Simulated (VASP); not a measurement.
# Si62Ge (a cell with a defect) in VASP: notebook

The runs below take Si62Ge (a cell with a defect) through single point, with LDA.

Everything below comes from runs of VASP 6.6.1. Logs are shortened: lines on timing, memory, paths and dates and some standing lists are left out, and cuts for length are marked.

### 1 The cell of the first run

The cell holds a defect, 63 atoms: a = 10.860 Å, b = 10.860 Å, c = 10.860 Å, α = 90.00°, β = 90.00°, γ = 90.00°.

### 2 Single point, LDA, collinear spin

Input file INCAR:

```
PREC = Accurate ; ENCUT = 520
EDIFF = 1E-6 ; ISMEAR = -1
SIGMA = 0.05 ; LREAL = Auto
LASPH = True ; NELM = 150
ALGO = Normal ; ISIF = 2
LWAVE = False ; LCHARG = False
ISPIN = 2 ; MAGMOM = 0 0 0 0 0 0 0 0 0 0 0 0 0 0 0 0 0 0 0 0 0 0 0 0 0 0 0 0 0 0 0 0 0 0 0 0 0 0 0 0 0 0 0 0 0 0 0 0 0 0 0 0 0 0 0 0 0 0 0 0 0 0 1
LORBIT = 11 ; GGA = CA
NBANDS = 172 ; NELECT = 263.0
```

Input file KPOINTS:

```
Automatic mesh
0
Gamma
  1 1 1
```

Input file POSCAR:

```
Si62Ge
1.0
   10.8600000000      0.0000000000      0.0000000000
    0.0000000000     10.8600000000      0.0000000000
    0.0000000000      0.0000000000     10.8600000000
Si Ge
62 1
Direct
    0.5014911734      0.0023217231     -0.0018889459
    0.8741006042      0.3748599367      0.1253092182
    0.7515059975      0.0024422632      0.2481074582
    0.8740012419      0.1250278324      0.3758117580
   -0.0020907109      0.0009920955      0.0012246722
    0.1245584000      0.1252684315      0.1250510075
    0.2490873430      0.2500895640      0.0000908254
    0.3740084410      0.3744688862      0.1252506965
    0.5001059583      0.4986972293      0.0013479712
    0.6245086534      0.6252986547      0.1250736592
    0.7493453976      0.7498955396      0.0001910252
    0.8737886673      0.8748493523      0.1251631775
    0.2502417642      0.0002429522      0.2500336991
    0.3760617249      0.1257642415      0.3735402828
    0.5017984396      0.2519762777      0.2478887394
    0.6242896098      0.3746679249      0.3755838041
    0.7482593080      0.4986682610      0.2493802383
    0.8749713563      0.6253703247      0.3745362909
    0.4994329919      0.0001849109      0.4994541160
    0.6245150275      0.1252616921      0.6250371933
    0.7493494015      0.2501063410      0.5004011446
    0.8742665592      0.3750567170      0.6245212030
    0.7483790774      0.0010268215      0.7516383810
    0.8745770111      0.1251483324      0.8750505727
   -0.0020722026      0.4987259996     -0.0013789910
    0.1241422836      0.6250518490      0.1252834118
    0.2496235409      0.7505716680      0.0006527733
    0.3760042284      0.8767088975      0.1245327811
   -0.0021458162      0.2489287833      0.2493864735
    0.1244827501      0.3757887316      0.3745201072
    0.2493971373      0.5000201426      0.2498671445
    0.3743563486      0.6257200897      0.3751141233
    0.4994584210      0.7509468966      0.2501040664
    0.6249752493      0.8768812991      0.3734813796
   -0.0005844576      0.0002462565      0.5002781480
    0.1243473740      0.1251493963      0.6252066387
    0.2497904140      0.2496679709      0.4997150468
    0.3749004339      0.3758218364      0.6250588495
    0.4994756193      0.5000117416      0.5001010143
    0.6241802693      0.6251362236      0.6251482270
    0.7488630901      0.7506400899      0.4997484023
    0.8750298971      0.8756832446      0.6251207089
    0.2494235909      0.0003554413      0.7501718366
    0.3739822754      0.1250860072      0.8756242708
    0.5001431547      0.2490533351      0.7515581769
    0.6240724852      0.3754798628      0.8748837239
    0.7510329297      0.4990514724      0.7512194991
    0.8742281503      0.6256661809      0.8753581470
   -0.0008048682      0.7503770523      0.2499720648
    0.1250407850      0.8751983694      0.3751829893
   -0.0007209540      0.5001370466      0.4996053028
    0.1246156189      0.6253845415      0.6248561437
    0.2492250721      0.7499467180      0.5001805882
    0.3742612021      0.8750065652      0.6245186782
   -0.0017658971      0.2519028936      0.7513272465
    0.1249408663      0.3751560017      0.8752989478
    0.2498127366      0.5001697077      0.7501976095
    0.3749146297      0.6252735171      0.8746186436
    0.4995408746      0.7502330436      0.7503610290
    0.6243799430      0.8748319967      0.8756668199
   -0.0006776970      0.7504645184      0.7502425880
    0.1244253816      0.8757900261      0.8744525706
    0.6421844014      0.1425150802      0.1074006302
```

Potentials or basis: VASP PAW LDA potentials, release 64 (Si, Ge_d).

Command:

```console
$ cat potpaw_LDA.64/Si/POTCAR potpaw_LDA.64/Ge_d/POTCAR > POTCAR
$ mpirun -np 1 vasp_gam > vasp.out
```

OUTCAR:

```text
PREC = Accurate
   ENCUT = 520
   EDIFF = 1E-6
   ISMEAR = -1
   LREAL = Auto
   LASPH = True
   NELM = 150
   ISIF = 2
   ISPIN = 2
   LORBIT = 11
   GGA = CA
   NELECT = 263.0

 ion  position               nearest neighbor table
   1  0.501  0.002  0.998-  44 2.34  60 2.34  28 2.37  63 2.46
   2  0.874  0.375  0.125-  17 2.34  29 2.34  25 2.35
   3  0.752  0.002  0.248-   4 2.34  12 2.34  34 2.37  63 2.46
   4  0.874  0.125  0.376-   3 2.34  29 2.35  21 2.35  35 2.35
   5  0.998  0.001  0.001-  24 2.34  12 2.35   6 2.35  62 2.37
   6  0.125  0.125  0.125-   7 2.35  29 2.35   5 2.35  13 2.36
   7  0.249  0.250  0.000-  56 2.35   6 2.35  44 2.35   8 2.35
   8  0.374  0.374  0.125-  15 2.34   9 2.35   7 2.35  31 2.35
[... 41 lines left out ...]
  50  0.125  0.875  0.375-  53 2.35  13 2.35  35 2.36  49 2.36
  51  0.999  0.500  0.500-  18 2.35  30 2.35  22 2.35  52 2.36
  52  0.125  0.625  0.625-  53 2.34  57 2.36  61 2.36  51 2.36
[... 8 lines left out ...]
  61  0.999  0.750  0.750-  42 2.35  62 2.35  48 2.35  52 2.36
  62  0.124  0.876  0.874-  43 2.34  61 2.35  27 2.36   5 2.37
  63  0.642  0.143  0.107-   3 2.46   1 2.46  15 2.46

  LATTYP: Found a simple cubic cell.
 ALAT       =    10.8600000000

  Lattice vectors:

 A1 = (  10.8600000000,   0.0000000000,   0.0000000000)
 A2 = (   0.0000000000,  10.8600000000,   0.0000000000)
 A3 = (   0.0000000000,   0.0000000000,  10.8600000000)

Analysis of symmetry for initial positions (statically):
=====================================================================
 Subroutine PRICEL returns:
 Original cell was already a primitive cell.

 Routine SETGRP: Setting up the symmetry group for a
 simple cubic supercell.

 Subroutine GETGRP returns: Found  1 space group operations
 (whereof  1 operations were pure point group operations)
 out of a pool of 48 trial point group operations.

The static configuration has the point symmetry C_1 .

Analysis of symmetry for dynamics (positions and initial velocities):
=====================================================================
 Subroutine PRICEL returns:
 Original cell was already a primitive cell.

 Routine SETGRP: Setting up the symmetry group for a
 simple cubic supercell.

 Subroutine GETGRP returns: Found  1 space group operations
 (whereof  1 operations were pure point group operations)
 out of a pool of 48 trial point group operations.

The dynamic configuration has the point symmetry C_1 .

Analysis of structural, dynamic, and magnetic symmetry:
=====================================================================
 Subroutine PRICEL returns:
 Original cell was already a primitive cell.

 Routine SETGRP: Setting up the symmetry group for a
 simple cubic supercell.

 Subroutine GETGRP returns: Found  1 space group operations
 (whereof  1 operations were pure point group operations)
 out of a pool of 48 trial point group operations.

The overall configuration has the point symmetry C_1 .

 Subroutine INISYM returns: Found  1 space group operations
 (whereof  1 operations are pure point group operations),
 and found     1 'primitive' translations

----------------------------------------------------------------------------------------

                                     Primitive cell

  volume of cell :    1280.8241

  direct lattice vectors                    reciprocal lattice vectors
    10.860000000  0.000000000  0.000000000     0.092081031  0.000000000  0.000000000
     0.000000000 10.860000000  0.000000000     0.000000000  0.092081031  0.000000000
     0.000000000  0.000000000 10.860000000     0.000000000  0.000000000  0.092081031

  length of vectors
    10.860000000 10.860000000 10.860000000     0.092081031  0.092081031  0.092081031

  position of ions in fractional coordinates (direct lattice)
[... 165 lines left out ...]
   NGX,Y,Z   is equivalent  to a cutoff of  12.86, 12.86, 12.86 a.u.
   NGXF,Y,Z  is equivalent  to a cutoff of  25.72, 25.72, 25.72 a.u.
 SYSTEM =  unknown system
   PREC   = accura    normal or accurate (medium, high low for compatibility)
[... 42 lines left out ...]
  ---------------------------------------------------
  free energy    TOTEN  =      -358.77347479 eV

  energy without entropy =     -358.49246407  energy(sigma->0) =     -358.63296943

 E-fermi :   6.1404     XC(G=0):  -9.5771

 val. band max:        6.1019930645   @ k =   0.0000   0.0000   0.0000
 cond. band min:       6.1884912502   @ k =   0.0000   0.0000   0.0000
 fundamental gap:      0.0864981857
 Fermi energy:         6.1403743509

 spin component 1

 k-point     1 :       0.0000    0.0000    0.0000
  band No.  band energies     occupation
      1     -18.3533      1.00000
      2     -18.3531      1.00000
      3     -18.3521      1.00000
      4     -18.3149      1.00000
      5     -18.3147      1.00000
      6      -6.3035      1.00000
[... 135 lines left out ...]
    142       6.7450      0.00001
    143       6.7977      0.00000
 Fermi energy:         6.1403743509

 spin component 2

 k-point     1 :       0.0000    0.0000    0.0000
  band No.  band energies     occupation
      1     -18.3533      1.00000
      2     -18.3530      1.00000
      3     -18.3521      1.00000
      4     -18.3149      1.00000
      5     -18.3147      1.00000
      6      -6.3034      1.00000
[... 135 lines left out ...]
    142       6.7451      0.00001
    143       6.7978      0.00000
 [bands above 143 left out]

------------------------ aborting loop because EDIFF is reached ----------------------------------------

  FORCE on cell =-STRESS in cart. coord.  units (eV):
  Direction    XX          YY          ZZ          XY          YZ          ZX
  --------------------------------------------------------------------------------------
  -------------------------------------------------------------------------------------
  Total       -1.6668720     -1.6444913     -1.5976786     -0.1221076      0.0188788      0.0427943
  in kB       -2.0850830     -2.0570871     -1.9985293     -0.1527438      0.0236154      0.0535313
  external PRESSURE =      -2.0468998 kB  Pullay stress =       0.0000000 kB

 VOLUME and BASIS-vectors are now :
 -----------------------------------------------------------------------------
  energy-cutoff  :      520.00
  volume of cell :     1280.82
      direct lattice vectors                 reciprocal lattice vectors
    10.860000000  0.000000000  0.000000000     0.092081031  0.000000000  0.000000000
     0.000000000 10.860000000  0.000000000     0.000000000  0.092081031  0.000000000
     0.000000000  0.000000000 10.860000000     0.000000000  0.000000000  0.092081031

 POSITION                                       TOTAL-FORCE (eV/Angst)
 -----------------------------------------------------------------------------------
      5.44619      0.02521     10.83949         0.013609      0.004456      0.000960
      9.49273      4.07098      1.36086         0.012472      0.009100      0.016675
      8.16136      0.02652      2.69445        -0.002653      0.004766     -0.013959
      9.49165      1.35780      4.08132        -0.002566     -0.023025     -0.012814
     10.83729      0.01077      0.01330        -0.003318     -0.006176      0.015723
      1.35270      1.36042      1.35805         0.003616     -0.007913      0.000564
[... 55 lines left out ...]
      1.35126      9.51108      9.49655        -0.002886      0.008598      0.001740
      6.97412      1.54771      1.16637        -0.024359     -0.009846      0.028135
 -----------------------------------------------------------------------------------
    total drift:                               -0.042083      0.009561      0.005126

  FREE ENERGIE OF THE ION-ELECTRON SYSTEM (eV)
  ---------------------------------------------------
  free  energy   TOTEN  =      -358.7734747859 eV

  energy  without entropy=     -358.4924640706  energy(sigma->0) =     -358.63296943

 total charge

# of ion       s       p       d       tot
------------------------------------------
    1        0.753   0.941   0.000   1.694
    2        0.793   0.864   0.000   1.657
    3        0.753   0.941   0.000   1.694
    4        0.748   0.968   0.000   1.716
    5        0.749   0.956   0.000   1.705
    6        0.749   0.965   0.000   1.714
[... 55 lines left out ...]
   62        0.754   0.949   0.000   1.703
   63        1.213   1.127  10.004  12.345
--------------------------------------------------
tot         47.820  60.278  10.004 118.103

 magnetization (x)

# of ion       s       p       d       tot
------------------------------------------
    1        0.000   0.000   0.000   0.000
    2        0.000   0.000   0.000   0.000
    3        0.000   0.000   0.000   0.000
    4        0.000   0.000   0.000   0.000
    5        0.000   0.000   0.000   0.000
    6        0.000   0.000   0.000   0.000
[... 55 lines left out ...]
   62        0.000   0.000   0.000   0.000
   63        0.000   0.000   0.000   0.000
--------------------------------------------------
tot          0.000   0.001   0.000   0.001
```

It took 9.2 min on 1 thread of AMD EPYC 7R13 (Zen 3), shared host; peak memory 0.86 GiB.

Results:

* Free energy: -358.7735 eV
* Largest force: 0.038 eV/Å
* Net moment: 0.01 μB per cell
* Valence electrons inside the program's atomic spheres: Si 1.69, 1.66, 1.72, 1.71, 1.70 (each value once); Ge 12.35

Forces in eV/Å, atoms in the order of the input:
```
Si   0.014  0.004  0.001
Si   0.012  0.009  0.017
Si  -0.003  0.005 -0.014
Si  -0.003 -0.023 -0.013
Si  -0.003 -0.006  0.016
Si   0.004 -0.008  0.001
Si   0.012  0.002  0.009
Si   0.005 -0.001  0.022
Si  -0.007 -0.004  0.010
Si  -0.002  0.001  0.003
Si  -0.009  0.013  0.005
Si   0.003  0.004  0.027
Si   0.022  0.008  0.002
Si   0.014 -0.014 -0.010
Si   0.003  0.005 -0.012
Si  -0.020 -0.008 -0.008
Si  -0.012 -0.001  0.008
Si  -0.001 -0.006 -0.006
Si  -0.002  0.004 -0.022
Si   0.000 -0.006 -0.004
Si  -0.007  0.001 -0.005
Si  -0.001 -0.001  0.006
Si  -0.013 -0.007  0.003
Si   0.009 -0.025 -0.007
Si   0.000  0.001  0.009
Si   0.005  0.008  0.001
Si   0.007  0.004  0.014
Si   0.005  0.009  0.010
Si   0.000 -0.009  0.010
Si  -0.007 -0.001 -0.013
Si   0.006  0.008 -0.014
Si   0.006 -0.012 -0.009
Si   0.007  0.019 -0.006
Si  -0.010  0.007 -0.004
Si  -0.001  0.018 -0.006
Si   0.011 -0.009 -0.003
Si   0.007 -0.011 -0.013
Si   0.008 -0.010  0.004
Si   0.013  0.012 -0.003
Si   0.000  0.009 -0.003
Si  -0.018  0.004 -0.009
Si  -0.002  0.005  0.005
Si   0.003  0.015 -0.005
Si   0.002 -0.023 -0.001
Si  -0.006 -0.010  0.003
Si  -0.018  0.010 -0.011
Si  -0.010 -0.002  0.004
Si   0.000 -0.005 -0.001
Si   0.011 -0.002 -0.017
Si  -0.010  0.005 -0.015
Si  -0.005 -0.007  0.004
Si   0.006  0.001 -0.006
Si   0.007  0.010 -0.005
Si   0.016  0.012  0.014
Si  -0.002 -0.003  0.001
Si  -0.005 -0.007 -0.003
Si  -0.004  0.000  0.010
Si   0.011 -0.003  0.006
Si   0.012  0.003 -0.013
Si  -0.025  0.002 -0.001
Si  -0.007  0.005  0.007
Si  -0.003  0.009  0.002
Ge  -0.024 -0.010  0.028
```

Caveat: the k points lie up to 0.58 Å⁻¹ apart; the cell carries a net charge on a neutralising background, which shifts energy and pressure; the cell is charged against a uniform background, so pressure and absolute levels hang on convention.

(Part 1 of 2 ends here.)
